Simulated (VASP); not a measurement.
# GeSb4Te7 (P-3m1) in VASP: relaxation of cell and atoms with PBEsol

Aim: the relaxation of cell and atoms of GeSb4Te7 with PBEsol.

Program: VASP 6.6.1. These are calculated values, not measurements. Logs are shortened: lines on timing, memory, paths and dates and some standing lists are left out, and cuts for length are marked.

## 1. The cell of the first run

It takes space group P-3m1 (No. 164, trigonal). Conventional cell: a = 4.181 Å, b = 4.181 Å, c = 22.681 Å, α = 90.00°, β = 90.00°, γ = 120.00°. Within 3.8 Å of Ge (site symmetry -3m) lie 6 Te at 2.91 Å. Sb (site symmetry 3m) has 6 Te at 2.97 to 3.09 Å within 3.9 Å. Sb (site symmetry 3m) has 6 Te at 2.96 to 3.10 Å within 3.9 Å. Te (site symmetry 3m) has 3 Sb at 2.97 Å and 3 Te at 3.40 Å within 3.9 Å. Te (site symmetry 3m) has 3 Sb at 2.96 Å and 3 Te at 3.40 Å within 3.9 Å. Te (site symmetry 3m) has 3 Ge at 2.91 Å and 3 Sb at 3.10 Å within 3.8 Å. Within 4.2 Å of Te (site symmetry -3m) lie 6 Sb at 3.09 Å and 6 Te at 4.18 Å.

## 2. Relaxation of cell and atoms, PBEsol, target pressure 3.3 GPa, at which the enthalpy is minimised

INCAR

```
ALGO = Fast
EDIFF = 1E-6
EDIFFG = -0.002
ENCUT = 600
GGA = PS
IBRION = 2
ISIF = 3
ISMEAR = 0
KPAR = 4
LASPH = T
LCHARG = F
LREAL = F
LWAVE = F
NELM = 100
NSW = 80
PREC = Accurate
PSTRESS = 33.0
SIGMA = 0.01
```

KPOINTS

```
k-points
0
Gamma
  12 12 2
```

POSCAR

```
GeSb4Te7
1.0
    4.1807504819      0.0000000000      0.0000000000
   -2.0903752410      3.6206361242      0.0000000000
    0.0000000000      0.0000000000     22.6812222935
Ge Sb Te
1 4 7
Direct
    0.0000000000      0.0000000000      0.5000000000
    0.6666666667      0.3333333333      0.9146819957
    0.3333333333      0.6666666667      0.3427713227
    0.3333333333      0.6666666667      0.0853180043
    0.6666666667      0.3333333333      0.6572286773
    0.3333333333      0.6666666667      0.8386994972
    0.6666666667      0.3333333333      0.1613005028
    0.0000000000      0.0000000000      0.7329922269
    0.6666666667      0.3333333333      0.4285776904
    0.3333333333      0.6666666667      0.5714223096
    0.0000000000      0.0000000000      0.0000000000
    0.0000000000      0.0000000000      0.2670077731
```

Potentials or basis: VASP PAW PBE potentials, release 64 (Ge_d, Sb, Te).

The run is started by

```console
$ cat potpaw_PBE.64/Ge_d/POTCAR potpaw_PBE.64/Sb/POTCAR potpaw_PBE.64/Te/POTCAR > POTCAR
$ mpirun -np 4 vasp_std > vasp.out
```

OUTCAR:

```text
EDIFF = 1E-6
   EDIFFG = -0.002
   ENCUT = 600
   GGA = PS
   IBRION = 2
   ISIF = 3
   ISMEAR = 0
   LASPH = T
   LREAL = F
   NELM = 100
   NSW = 80
   PREC = Accurate
   PSTRESS = 33.0

 ion  position               nearest neighbor table
   1  0.000  0.000  0.500-   9 2.91  10 2.91   9 2.91  10 2.91   9 2.91  10 2.91
   2  0.667  0.333  0.915-   6 2.97   6 2.97   6 2.97  11 3.09  11 3.09  11 3.09
   3  0.333  0.667  0.343-  12 2.96  12 2.96  12 2.96   9 3.10   9 3.10   9 3.10
   4  0.333  0.667  0.085-   7 2.97   7 2.97   7 2.97  11 3.09  11 3.09  11 3.09
   5  0.667  0.333  0.657-   8 2.96   8 2.96   8 2.96  10 3.10  10 3.10  10 3.10
   6  0.333  0.667  0.839-   2 2.97   2 2.97   2 2.97   8 3.40   8 3.40   8 3.40
   7  0.667  0.333  0.161-   4 2.97   4 2.97   4 2.97  12 3.40  12 3.40  12 3.40
   8  0.000  0.000  0.733-   5 2.96   5 2.96   5 2.96   6 3.40   6 3.40   6 3.40
   9  0.667  0.333  0.429-   1 2.91   1 2.91   1 2.91   3 3.10   3 3.10   3 3.10
  10  0.333  0.667  0.571-   1 2.91   1 2.91   1 2.91   5 3.10   5 3.10   5 3.10
  11  0.000  0.000  0.000-   2 3.09   4 3.09   2 3.09   4 3.09   2 3.09   4 3.09
  12  0.000  0.000  0.267-   3 2.96   3 2.96   3 2.96   7 3.40   7 3.40   7 3.40

  LATTYP: Found a hexagonal cell.
 ALAT       =     4.1807504819
 C/A-ratio  =     5.4251556967

  Lattice vectors:

 A1 = (   4.1807504819,   0.0000000000,   0.0000000000)
 A2 = (  -2.0903752410,   3.6206361242,   0.0000000000)
 A3 = (   0.0000000000,   0.0000000000,  22.6812222935)

Analysis of symmetry for initial positions (statically):
=====================================================================
 Subroutine PRICEL returns:
 Original cell was already a primitive cell.

 Routine SETGRP: Setting up the symmetry group for a
 hexagonal supercell.

 Subroutine GETGRP returns: Found 12 space group operations
 (whereof 12 operations were pure point group operations)
 out of a pool of 24 trial point group operations.

The static configuration has the point symmetry D_3d.

Analysis of symmetry for dynamics (positions and initial velocities):
=====================================================================
 Subroutine PRICEL returns:
 Original cell was already a primitive cell.

 Routine SETGRP: Setting up the symmetry group for a
 hexagonal supercell.

 Subroutine GETGRP returns: Found 12 space group operations
 (whereof 12 operations were pure point group operations)
 out of a pool of 24 trial point group operations.

The dynamic configuration has the point symmetry D_3d.

 Subroutine INISYM returns: Found 12 space group operations
 (whereof 12 operations are pure point group operations),
 and found     1 'primitive' translations

----------------------------------------------------------------------------------------

                                     Primitive cell

  volume of cell :     343.3251

  direct lattice vectors                    reciprocal lattice vectors
     4.180750482  0.000000000  0.000000000     0.239191505  0.138097280  0.000000000
    -2.090375241  3.620636124  0.000000000     0.000000000  0.276194560  0.000000000
     0.000000000  0.000000000 22.681222293     0.000000000  0.000000000  0.044089335

  length of vectors
     4.180750482  4.180750482 22.681222293     0.276194560  0.276194560  0.044089335

  position of ions in fractional coordinates (direct lattice)
     0.000000000  0.000000000  0.500000000
     0.666666667  0.333333333  0.914681996
     0.333333333  0.666666667  0.342771323
     0.333333333  0.666666667  0.085318004
     0.666666667  0.333333333  0.657228677
     0.333333333  0.666666667  0.838699497
     0.666666667  0.333333333  0.161300503
     0.000000000  0.000000000  0.732992227
     0.666666667  0.333333333  0.428577690
     0.333333333  0.666666667  0.571422310
     0.000000000  0.000000000  0.000000000
     0.000000000  0.000000000  0.267007773

  ion indices of the primitive-cell ions
   primitive index   ion index
                 1           1
                 2           2
                 3           3
                 4           4
                 5           5
                 6           6
                 7           7
                 8           8
                 9           9
                10          10
                11          11
                12          12

----------------------------------------------------------------------------------------

 KPOINTS: k-points

Automatic generation of k-mesh.
 Grid dimensions read from file:
 generate k-points for:   12   12    2

 Generating k-lattice:

  Cartesian coordinates                     Fractional coordinates (reciprocal lattice)
     0.019932625  0.011508107  0.000000000     0.083333333  0.000000000  0.000000000
     0.000000000  0.023016213  0.000000000     0.000000000  0.083333333  0.000000000
     0.000000000  0.000000000  0.022044667     0.000000000  0.000000000  0.500000000

  Length of vectors
     0.023016213  0.023016213  0.022044667

  Shift w.r.t. Gamma in fractional coordinates (k-lattice)
     0.000000000  0.000000000  0.000000000

 Subroutine IBZKPT returns following result:
 ===========================================

 Found     38 irreducible k-points:

 Following reciprocal coordinates:
            Coordinates               Weight
  0.000000  0.000000  0.000000      1.000000
  0.083333  0.000000  0.000000      6.000000
  0.166667  0.000000  0.000000      6.000000
  0.250000  0.000000  0.000000      6.000000
  0.333333  0.000000  0.000000      6.000000
  0.416667  0.000000  0.000000      6.000000
[... 16 lines left out ...]
  0.250000  0.000000  0.500000      6.000000
  0.333333  0.000000  0.500000      6.000000
 [... further k-points ...]
   k-points           NKPTS =     38   k-points in BZ     NKDIM =     38   number of bands    NBANDS=     45
   number of dos      NEDOS =    301   number of ions     NIONS =     12
   total plane-waves  NPLWV = 248832
   dimension x,y,z NGX =    36 NGY =   36 NGZ =  192
   dimension x,y,z NGXF=    72 NGYF=   72 NGZF=  384
   ions per type =               1   4   7
   NGX,Y,Z   is equivalent  to a cutoff of  14.32, 14.32, 14.07 a.u.
   NGXF,Y,Z  is equivalent  to a cutoff of  28.63, 28.63, 28.15 a.u.
 SYSTEM =  unknown system
   PREC   = accura    normal or accurate (medium, high low for compatibility)
   ISTART =      0    job   : 0-new  1-cont  2-samecut
   ICHARG =      2    charge: 1-file 2-atom 10-const
   ISPIN  =      1    spin polarized calculation?
   LNONCOLLINEAR =      F non collinear calculations
   LSORBIT =      F    spin-orbit coupling
   LASPH  =      T    aspherical Exc in radial PAW
   ENCUT  =  600.0 eV  44.10 Ry    6.64 a.u.   8.35  8.35 45.30*2*pi/ulx,y,z
   NELM   =    100;   NELMIN=  2; NELMDL= -5     # of ELM steps
   EDIFF  = 0.1E-05   stopping-criterion for ELM
   LREAL  =      F    real-space projection
   EDIFFG = -.2E-02   stopping-criterion for IOM
   NSW    =     80    number of steps for IOM
   IBRION =      2    ionic relax: 0-MD 1-quasi-New 2-CG
   NFREE  =      1    steps in history (QN), initial steepest desc. (CG)
   ISIF   =      3    stress and relaxation
   ISYM   =      2    0-nonsym 1-usesym 2-fastsym
   POTIM  = 0.5000    time-step for ionic-motion
   TEBEG  =    0.0;   TEEND  =   0.0 temperature during run
   PSTRESS=   33.0 pullay stress
   NELECT =      76.0000    total number of electrons
   NUPDOWN=      -1.0000    fix difference up-down
   EMIN   =  10.00;   EMAX   =-10.00  energy-range for DOS
   EFERMI =   0.00;   METHOD = LEGACY
   ISMEAR =     0;   SIGMA  =   0.01  broadening in eV -4-tet -1-fermi 0-gaus
   EFERMI_NEDOS =   21; number of points for ismear=-14 and -15
   IALGO  =     68    algorithm
   IMIX   =      4    mixing-type and parameters
     AMIX     =   0.40;   BMIX     =  1.00
     AMIX_MAG =   1.60;   BMIX_MAG =  1.00
  volume/ion in A,a.u.               =      28.61       193.07
  Fermi-wavevector in a.u.,A,eV,Ry     =   0.990324  1.871442 13.343812  0.980743
  Thomas-Fermi vector in A             =   2.121987
   LORBIT       =      0    0 simple, 1 ext, 2 COOP (PROOUT), +10 PAW based schemes
   GGA     = PS    functional components
   LHFCALC =     F    Hartree Fock is set to
   AEXX    =    0.0000 exact exchange contribution
   IVDW    =     0    specifies the selected vdW correction
   LEPSILON=     F    determine dielectric tensor
   LRPA    =     F    only Hartree local field effects (RPA)
 conjugate gradient relaxation of ions
 non-spin polarized calculation
 RMM-DIIS sequential band-by-band and
 Gauss-broadening in eV      SIGMA  =   0.01
  energy-cutoff  :      600.00
  volume of cell :      343.33
 maximum number of plane-waves:     11521
 NGX is ok and might be reduce to    36
   NGX = 17   NGY = 17   NGZ = 91

--------------------------------------- Ionic step        1  -------------------------------------------

 number of electron      75.9999987 magnetization

 Free energy of the ion-electron system (eV)
  ---------------------------------------------------
  ext. energy  EPLUGINS =         0.00000000
  ---------------------------------------------------
  free energy    TOTEN  =       -49.06021467 eV

  energy without entropy =      -49.06017549  energy(sigma->0) =      -49.06019508

------------------------ aborting loop because EDIFF is reached ----------------------------------------

  FORCE on cell =-STRESS in cart. coord.  units (eV):
  Direction    XX          YY          ZZ          XY          YZ          ZX
  --------------------------------------------------------------------------------------
  -------------------------------------------------------------------------------------
  Total        7.0699125      7.0699125      7.5453005     -0.0000000      0.0000000     -0.0000000
  in kB       32.9927897     32.9927897     35.2112579     -0.0000000      0.0000000     -0.0000000
  external PRESSURE =       0.7322791 kB  Pullay stress =      33.0000000 kB
[... 127 lines left out ...]
  energy  without entropy=      -49.0732184562  energy(sigma->0) =      -49.07323805

  enthalpy is  TOTEN    =       -41.9892849165 eV   P V=        7.0839727195

[... ionic steps 4 to 16 ...]

--------------------------------------- Ionic step       17  -------------------------------------------

 number of electron      75.9999986 magnetization

------------------------ aborting loop because EDIFF is reached ----------------------------------------
[... 91 lines left out ...]
--------------------------------------- Ionic step       19  -------------------------------------------

 number of electron      75.9999986 magnetization

 Free energy of the ion-electron system (eV)
  ---------------------------------------------------
  ext. energy  EPLUGINS =         0.00000000
  ---------------------------------------------------
  free energy    TOTEN  =       -49.06391250 eV

  energy without entropy =      -49.06387332  energy(sigma->0) =      -49.06389291

 E-fermi :   7.6314     XC(G=0):  -9.9153

 val. band max:        7.6313694952   @ k =   0.0000   0.0000   0.5000
 cond. band min:       7.6313698031   @ k =   0.0000   0.0000   0.5000
 fundamental gap:      0.0000003079
 Fermi energy:         7.6313696491

 k-point     1 :       0.0000    0.0000    0.0000
  band No.  band energies     occupation
      1     -17.3182      2.00000
      2     -17.3182      2.00000
      3     -17.3098      2.00000
      4     -17.3075      2.00000
      5     -17.3075      2.00000
      6      -6.3522      2.00000
[... 1141 lines left out ...]
     44       9.2095      0.00000
     45       9.4452      0.00000

 [... further k-points ...]

------------------------ aborting loop because EDIFF is reached ----------------------------------------

  FORCE on cell =-STRESS in cart. coord.  units (eV):
  Direction    XX          YY          ZZ          XY          YZ          ZX
  --------------------------------------------------------------------------------------
  -------------------------------------------------------------------------------------
  Total        7.0714114      7.0714114      7.0640960     -0.0000000      0.0000000      0.0000000
  in kB       32.9867348     32.9867348     32.9526096     -0.0000000      0.0000000      0.0000000
  external PRESSURE =      -0.0246403 kB  Pullay stress =      33.0000000 kB
[... 31 lines left out ...]
  energy  without entropy=      -49.0638733197  energy(sigma->0) =      -49.06389291

  enthalpy is  TOTEN    =       -41.9896573915 eV   P V=        7.0742551080

 reached required accuracy - stopping structural energy minimisation
```

Run time: 59 min. Hardware: 4 MPI ranks of Oxide Virtual Turin-like, shared host; peak memory 1 GiB.

What came out:

```
Free energy                                                : -49.0639 eV
Relaxed volume                                             : 28.62 Å³/atom
Relaxed cell                                               : a = 4.175 Å, b = 4.175 Å, c = 22.754 Å, α = 90.00°, β = 90.00°, γ = 120.00°
Space group after relaxing (to 0.1 Å)                      : P-3m1 (No. 164)
Energy change on relaxing (the run minimises the enthalpy) : -0.3 meV/atom
Ionic steps                                                : 19
Pressure after relaxing                                    : 3.3 GPa
Band gap on the k mesh                                     : zero (filled and empty bands touch)
```

Step by step:
```tsv
step	energy change (eV)	largest force (eV/Å)	pressure (GPa)	volume (Å³)
1	0.0000	0.0311	3.37	343.33
2	-0.0139	0.0087	3.21	343.97
3	-0.0130	0.0088	3.22	343.93
4	-0.0051	0.0072	3.28	343.53
5	-0.0013	0.0092	3.31	343.35
6	-0.0020	0.0089	3.31	343.38
7	-0.0033	0.0082	3.30	343.44
8	-0.0025	0.0087	3.31	343.40
9	-0.0027	0.0085	3.31	343.41
10	-0.0030	0.0085	3.31	343.43
11	-0.0043	0.0060	3.29	343.49
12	-0.0045	0.0054	3.29	343.50
13	-0.0051	0.0046	3.28	343.53
14	-0.0048	0.0052	3.29	343.52
15	-0.0030	0.0058	3.31	343.43
16	-0.0039	0.0023	3.30	343.47
17	-0.0039	0.0024	3.30	343.47
18	-0.0039	0.0026	3.30	343.47
19	-0.0037	0.0017	3.30	343.46
```

Final structure:
```yaml
crystal:
  lattice:
    - [4.17493, 0.00000, 0.00000]
    - [-2.08746, 3.61559, 0.00000]
    - [0.00000, 0.00000, 22.75353]
  atoms:
    - { symbol: Ge, position: [0.00000, 0.00000, 0.50000] }
    - { symbol: Sb, position: [0.66667, 0.33333, 0.91474] }
    - { symbol: Sb, position: [0.33333, 0.66667, 0.34277] }
    - { symbol: Sb, position: [0.33333, 0.66667, 0.08526] }
    - { symbol: Sb, position: [0.66667, 0.33333, 0.65723] }
    - { symbol: Te, position: [0.33333, 0.66667, 0.83866] }
    - { symbol: Te, position: [0.66667, 0.33333, 0.16134] }
    - { symbol: Te, position: [0.00000, 0.00000, 0.73310] }
    - { symbol: Te, position: [0.66667, 0.33333, 0.42866] }
    - { symbol: Te, position: [0.33333, 0.66667, 0.57134] }
    - { symbol: Te, position: [0.00000, 0.00000, 0.00000] }
    - { symbol: Te, position: [0.00000, 0.00000, 0.26690] }
```

Caveat: the cell is relaxed towards a set pressure, so the run minimises the enthalpy, not the energy; the PAW data sets were made with another functional, which shifts forces and pressure a little; spin-orbit coupling is left out, which moves the levels of the heavy elements.
